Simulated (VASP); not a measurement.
# S (Pm-3m) in VASP: notebook

S is run at these levels: LDA; tasks: density of states.

Program: VASP 6.6.1. These are calculated values, not measurements. Logs are shortened: lines on timing, memory, paths and dates and some standing lists are left out, and cuts for length are marked.

## (1) The cell of the first run

It takes space group Pm-3m (No. 221, cubic). The conventional cell has a = 2.032 Å, b = 2.032 Å, c = 2.032 Å, α = 90.00°, β = 90.00°, γ = 90.00°. Within 2.7 Å of S (site symmetry m-3m) lie 6 S at 2.03 Å.

## (2) Density of states, LDA (volume scaled by 0.52)

The input, POSCAR:

```
S
1.0
    2.0317954385      0.0000000000      0.0000000000
    0.0000000000      2.0317954385      0.0000000000
    0.0000000000      0.0000000000      2.0317954385
S
1
Direct
    0.0000000000      0.0000000000      0.0000000000
```

The input, INCAR.step1:

```
SYSTEM = S
PREC     = Accurate       ! precision mode
ENCUT    = 520            ! plane-wave cutoff, eV
EDIFF    = 1E-6           ! SCF threshold, eV
ISMEAR   = -1             ! smearing method
SIGMA    = 0.08           ! smearing width, eV
LREAL    = .FALSE.        ! projectors in reciprocal space
LASPH    = .TRUE.         ! aspherical terms in the spheres
NELM     = 100            ! most SCF steps
ALGO     = Normal         ! electronic algorithm
ISIF     = 2              ! what is computed and relaxed
LWAVE    = .FALSE.        ! write WAVECAR
LCHARG   = .TRUE.         ! write CHGCAR
NBANDS   = 9              ! bands
```

The input, KPOINTS.step1:

```
Automatic mesh
0
G
  16 16 16
  0 0 0
```

The input, INCAR.step2:

```
SYSTEM = S
PREC     = Accurate       ! precision mode
ENCUT    = 520            ! plane-wave cutoff, eV
EDIFF    = 1E-6           ! SCF threshold, eV
ISMEAR   = -5             ! smearing method
SIGMA    = 0.08           ! smearing width, eV
LREAL    = .FALSE.        ! projectors in reciprocal space
LASPH    = .TRUE.         ! aspherical terms in the spheres
NELM     = 100            ! most SCF steps
ALGO     = Normal         ! electronic algorithm
ISIF     = 2              ! what is computed and relaxed
LWAVE    = .FALSE.        ! write WAVECAR
LCHARG   = .FALSE.        ! write CHGCAR
LORBIT   = 10             ! projections on sites
NEDOS    = 1001           ! points of the DOS
ICHARG   = 11             ! starting density
```

The input, KPOINTS.step2:

```
Automatic mesh
0
G
  24 24 24
  0 0 0
```

Potentials or basis: VASP PAW LDA potentials, release 64 (S).

Run with:

```
> cat potpaw_LDA.64/S/POTCAR > POTCAR
> cp INCAR.step1 INCAR
> cp KPOINTS.step1 KPOINTS
> mpirun -np 1 vasp_std > vasp.out
> cp INCAR.step2 INCAR
> cp KPOINTS.step2 KPOINTS
> mpirun -np 1 vasp_std > vasp.out
```

OUTCAR:

```text
SYSTEM = S
   PREC = Accurate
   ENCUT = 520
   EDIFF = 1E-6
   ISMEAR = -5
   LREAL = .FALSE.
   LASPH = .TRUE.
   NELM = 100
   ISIF = 2
   LORBIT = 10
   ICHARG = 11

 ion  position               nearest neighbor table
   1  0.000  0.000  0.000-

  LATTYP: Found a simple cubic cell.
 ALAT       =     2.0317954385

  Lattice vectors:

 A1 = (   2.0317954385,   0.0000000000,   0.0000000000)
 A2 = (   0.0000000000,   2.0317954385,   0.0000000000)
 A3 = (   0.0000000000,   0.0000000000,   2.0317954385)

Analysis of symmetry for initial positions (statically):
=====================================================================
 Subroutine PRICEL returns:
 Original cell was already a primitive cell.

 Routine SETGRP: Setting up the symmetry group for a
 simple cubic supercell.

 Subroutine GETGRP returns: Found 48 space group operations
 (whereof 48 operations were pure point group operations)
 out of a pool of 48 trial point group operations.

The static configuration has the point symmetry O_h .

Analysis of symmetry for dynamics (positions and initial velocities):
=====================================================================
 Subroutine PRICEL returns:
 Original cell was already a primitive cell.

 Routine SETGRP: Setting up the symmetry group for a
 simple cubic supercell.

 Subroutine GETGRP returns: Found 48 space group operations
 (whereof 48 operations were pure point group operations)
 out of a pool of 48 trial point group operations.

The dynamic configuration has the point symmetry O_h .

 Subroutine INISYM returns: Found 48 space group operations
 (whereof 48 operations are pure point group operations),
 and found     1 'primitive' translations

----------------------------------------------------------------------------------------

                                     Primitive cell

  volume of cell :       8.3876

  direct lattice vectors                    reciprocal lattice vectors
     2.031795439  0.000000000  0.000000000     0.492175532  0.000000000  0.000000000
     0.000000000  2.031795439  0.000000000     0.000000000  0.492175532  0.000000000
     0.000000000  0.000000000  2.031795439     0.000000000  0.000000000  0.492175532

  length of vectors
     2.031795439  2.031795439  2.031795439     0.492175532  0.492175532  0.492175532

  position of ions in fractional coordinates (direct lattice)
     0.000000000  0.000000000  0.000000000

  ion indices of the primitive-cell ions
   primitive index   ion index
                 1           1

----------------------------------------------------------------------------------------

 KPOINTS: Automatic mesh

Automatic generation of k-mesh.
 Grid dimensions read from file:
 generate k-points for:   24   24   24

 Generating k-lattice:

  Cartesian coordinates                     Fractional coordinates (reciprocal lattice)
     0.020507314  0.000000000  0.000000000     0.041666667  0.000000000  0.000000000
     0.000000000  0.020507314  0.000000000     0.000000000  0.041666667  0.000000000
     0.000000000  0.000000000  0.020507314     0.000000000  0.000000000  0.041666667

  Length of vectors
     0.020507314  0.020507314  0.020507314

  Shift w.r.t. Gamma in fractional coordinates (k-lattice)
     0.000000000  0.000000000  0.000000000

 TETIRR: Found   6890 inequivalent tetrahedra from    82944

 Subroutine IBZKPT returns following result:
 ===========================================

 Found    455 irreducible k-points:

 Following reciprocal coordinates:
            Coordinates               Weight
  0.000000  0.000000  0.000000      1.000000
  0.041667  0.000000  0.000000      6.000000
  0.083333  0.000000  0.000000      6.000000
  0.125000  0.000000  0.000000      6.000000
  0.166667  0.000000  0.000000      6.000000
  0.208333  0.000000  0.000000      6.000000
[... 16 lines left out ...]
  0.416667  0.041667  0.000000     24.000000
  0.458333  0.041667  0.000000     24.000000
 [... further k-points ...]
   k-points           NKPTS =    455   k-points in BZ     NKDIM =    455   number of bands    NBANDS=      7
   number of dos      NEDOS =   1001   number of ions     NIONS =      1
   total plane-waves  NPLWV =   4096
   dimension x,y,z NGX =    16 NGY =   16 NGZ =   16
   dimension x,y,z NGXF=    32 NGYF=   32 NGZF=   32
   ions per type =               1
   NGX,Y,Z   is equivalent  to a cutoff of  13.09, 13.09, 13.09 a.u.
   NGXF,Y,Z  is equivalent  to a cutoff of  26.18, 26.18, 26.18 a.u.
 SYSTEM =  S
   PREC   = accura    normal or accurate (medium, high low for compatibility)
   ISTART =      0    job   : 0-new  1-cont  2-samecut
   ICHARG =     11    charge: 1-file 2-atom 10-const
   ISPIN  =      1    spin polarized calculation?
   LNONCOLLINEAR =      F non collinear calculations
   LSORBIT =      F    spin-orbit coupling
   LASPH  =      T    aspherical Exc in radial PAW
   ENCUT  =  520.0 eV  38.22 Ry    6.18 a.u.   3.78  3.78  3.78*2*pi/ulx,y,z
   NELM   =    100;   NELMIN=  2; NELMDL=  0     # of ELM steps
   EDIFF  = 0.1E-05   stopping-criterion for ELM
   LREAL  =      F    real-space projection
   EDIFFG = 0.1E-04   stopping-criterion for IOM
   NSW    =      0    number of steps for IOM
   IBRION =     -1    ionic relax: 0-MD 1-quasi-New 2-CG
   NFREE  =      0    steps in history (QN), initial steepest desc. (CG)
   ISIF   =      2    stress and relaxation
   ISYM   =      2    0-nonsym 1-usesym 2-fastsym
   POTIM  = 0.5000    time-step for ionic-motion
   TEBEG  =    0.0;   TEEND  =   0.0 temperature during run
   PSTRESS=    0.0 pullay stress
   NELECT =       6.0000    total number of electrons
   NUPDOWN=      -1.0000    fix difference up-down
   EMIN   =  10.00;   EMAX   =-10.00  energy-range for DOS
   EFERMI =   0.00;   METHOD = LEGACY
   ISMEAR =    -5;   SIGMA  =   0.08  broadening in eV -4-tet -1-fermi 0-gaus
   EFERMI_NEDOS =   21; number of points for ismear=-14 and -15
   IALGO  =     38    algorithm
   IMIX   =      4    mixing-type and parameters
     AMIX     =   0.40;   BMIX     =  1.00
     AMIX_MAG =   1.60;   BMIX_MAG =  1.00
  volume/ion in A,a.u.               =       8.39        56.60
  Fermi-wavevector in a.u.,A,eV,Ry     =   1.464126  2.766798 29.166352  2.143666
  Thomas-Fermi vector in A             =   2.580140
   LORBIT       =     10    0 simple, 1 ext, 2 COOP (PROOUT), +10 PAW based schemes
   GGA     = CA    functional components
   LHFCALC =     F    Hartree Fock is set to
   AEXX    =    0.0000 exact exchange contribution
   IVDW    =     0    specifies the selected vdW correction
   LEPSILON=     F    determine dielectric tensor
   LRPA    =     F    only Hartree local field effects (RPA)
 non-spin polarized calculation
 Fermi weights with tetrahedron method with Bloechl corrections
  energy-cutoff  :      520.00
  volume of cell :        8.39
 maximum number of plane-waves:       251
 NGX is ok and might be reduce to    16

 number of electron       5.9999998 magnetization

 Free energy of the ion-electron system (eV)
  ---------------------------------------------------
  ext. energy  EPLUGINS =         0.00000000
  ---------------------------------------------------
  free energy    TOTEN  =        -1.70758721 eV

  energy without entropy =       -1.70758721  energy(sigma->0) =       -1.70758721

 E-fermi :  20.4363     XC(G=0): -14.2726

 val. band max:       20.5216259526   @ k =   0.5000   0.4583   0.3750
 cond. band min:      20.3408010835   @ k =   0.3333   0.2500   0.2500
 fundamental gap:     -0.1808248690
 Fermi energy:        20.4363203412

 k-point     1 :       0.0000    0.0000    0.0000
  band No.  band energies     occupation
      1      -6.4671      2.00000
      2      24.2243      0.00000
      3      24.2243      0.00000
      4      24.2243      0.00000
      5      24.5674      0.00000
      6      24.5674      0.00000
      7      38.5401      0.00000

 k-point     2 :       0.0417    0.0000    0.0000
  band No.  band energies     occupation
      1      -6.4094      2.00000
      2      22.2344     -0.15202
      3      24.2707      0.00000
      4      24.2707      0.00000
      5      24.6133      0.00000
      6      26.5163      0.00000
      7      38.7010      0.00000

 k-point     3 :       0.0833    0.0000    0.0000
  band No.  band energies     occupation
      1      -6.2364      2.00000
      2      20.0836      1.50436
      3      24.4096      0.00000
      4      24.4096      0.00000
      5      24.7503      0.00000
      6      28.5298      0.00000
      7      39.1929      0.00000

 k-point     4 :       0.1250    0.0000    0.0000
  band No.  band energies     occupation
      1      -5.9487      2.00000
      2      17.9599      2.00000
      3      24.6398      0.00000
      4      24.6398      0.00000
      5      24.9748      0.00000
      6      30.3839      0.00000
      7      40.0333      0.00000

 k-point     5 :       0.1667    0.0000    0.0000
  band No.  band energies     occupation
      1      -5.5474      2.00000
      2      15.8855      2.00000
      3      24.9593      0.00000
      4      24.9593      0.00000
      5      25.2814      0.00000
      6      32.0260      0.00000
      7      41.2136      0.00000
[... 161 lines left out ...]
 k-point    22 :       0.3750    0.0417    0.0000
  band No.  band energies     occupation
      1      -1.8822      2.00000
      2       6.7670      2.00000
      3      25.7299      0.00000
      4      27.6765      0.00000
      5      29.2771      0.00000
      6      36.4764      0.00000
      7      37.8977      0.00000

 k-point    23 :       0.4167    0.0417    0.0000
  band No.  band energies     occupation
      1      -0.9154      2.00000
      2       5.2862      2.00000
      3      26.2376      0.00000
      4      28.2599      0.00000
      5      29.7718      0.00000
      6      35.5932      0.00000
      7      36.7974      0.00000

 k-point    24 :       0.4583    0.0417    0.0000
  band No.  band energies     occupation
      1      -0.0026      2.00000
      2       4.0645      2.00000
      3      26.6009      0.00000
      4      28.7021      0.00000
      5      30.1484      0.00000
      6      34.8789      0.00000
      7      36.0436      0.00000

 [... further k-points ...]
[... 5 lines left out ...]
  --------------------------------------------------------------------------------------
  -------------------------------------------------------------------------------------
  Total        8.1784730      8.1784730      8.1784730      0.0000000      0.0000000     -0.0000000
  in kB     1562.2224126   1562.2224126   1562.2224126      0.0000000      0.0000000     -0.0000000
  external PRESSURE =    1562.2224126 kB  Pullay stress =       0.0000000 kB

 VOLUME and BASIS-vectors are now :
 -----------------------------------------------------------------------------
  energy-cutoff  :      520.00
  volume of cell :        8.39
      direct lattice vectors                 reciprocal lattice vectors
     2.031795439  0.000000000  0.000000000     0.492175532  0.000000000  0.000000000
     0.000000000  2.031795439  0.000000000     0.000000000  0.492175532  0.000000000
     0.000000000  0.000000000  2.031795439     0.000000000  0.000000000  0.492175532

 POSITION                                       TOTAL-FORCE (eV/Angst)
 -----------------------------------------------------------------------------------
      0.00000      0.00000      0.00000         0.000000      0.000000      0.000000
 -----------------------------------------------------------------------------------
    total drift:                               -0.000000      0.000000     -0.000000

  FREE ENERGIE OF THE ION-ELECTRON SYSTEM (eV)
  ---------------------------------------------------
  free  energy   TOTEN  =        -1.7075872081 eV

  energy  without entropy=       -1.7075872081  energy(sigma->0) =       -1.70758721

 total charge

# of ion       s       p       d       tot
------------------------------------------
    1        1.360   2.417   0.000   3.777
```

Run time: 59 s. Hardware: 1 thread of AMD EPYC 7R13, shared host; peak memory 0.1 GiB.

What came out:

| Quantity | Value |
| --- | --- |
| Valence electrons inside the program's atomic spheres | S 3.78 |

Caveat: tetrahedron occupations give inexact forces and stress in metals.

## (3) Density of states, LDA (volume scaled by 0.92)

The input, POSCAR:

```
S
1.0
    2.4573940867      0.0000000000      0.0000000000
    0.0000000000      2.4573940867      0.0000000000
    0.0000000000      0.0000000000      2.4573940867
S
1
Direct
    0.0000000000      0.0000000000      0.0000000000
```

The input, INCAR.step1:

```
  PREC = Accurate
  ENCUT = 520
  EDIFF = 1E-6
  ISMEAR = -1
  SIGMA = 0.08
  LREAL = False
  LASPH = True
  NELM = 100
  ALGO = Normal
  ISIF = 2
  LWAVE = False
  LCHARG = True
  GGA = CA
  NBANDS = 9
```

The input, KPOINTS.step1:

```
regular mesh
0
Gamma
  16 16 16
```

The input, INCAR.step2:

```
  PREC = Accurate
  ENCUT = 520
  EDIFF = 1E-6
  ISMEAR = -5
  SIGMA = 0.08
  LREAL = False
  LASPH = True
  NELM = 100
  ALGO = Normal
  ISIF = 2
  LWAVE = False
  LCHARG = False
  GGA = CA
  LORBIT = 10
  NEDOS = 1001
  ICHARG = 11
```

The input, KPOINTS.step2:

```
regular mesh
0
Gamma
  24 24 24
```

Potentials or basis: VASP PAW LDA potentials, release 64 (S).

Run with:

```
> cat potpaw_LDA.64/S/POTCAR > POTCAR
> cp INCAR.step1 INCAR
> cp KPOINTS.step1 KPOINTS
> mpirun -np 1 vasp_std > vasp.out
> cp INCAR.step2 INCAR
> cp KPOINTS.step2 KPOINTS
> mpirun -np 1 vasp_std > vasp.out
```

Run time: 84 s. Hardware: 1 thread of AMD EPYC 7R13, shared host; peak memory 0.12 GiB.

It converged, with:

```yaml
Valence_electrons_inside_the_program's_atomic_spheres: S 3.55
```

Levels at points of the mesh, in eV from the Fermi level:
| k point | band 1 | band 2 | band 3 | band 4 | band 5 | band 6 |
| --- | --- | --- | --- | --- | --- | --- |
| (0.00, 0.00, 0.00) | -18.60 | 1.70 | 1.70 | 1.70 | 6.76 | 6.76 |
| (0.50, 0.00, 0.00) | -15.16 | -9.66 | 3.64 | 3.64 | 9.11 | 13.96 |
| (0.50, 0.50, 0.00) | -11.63 | -6.88 | -6.88 | 1.29 | 5.36 | 14.80 |
| (0.50, 0.50, 0.50) | -7.77 | -4.46 | -4.46 | -4.46 | 4.84 | 4.84 |

Caveat: tetrahedron occupations give inexact forces and stress in metals.
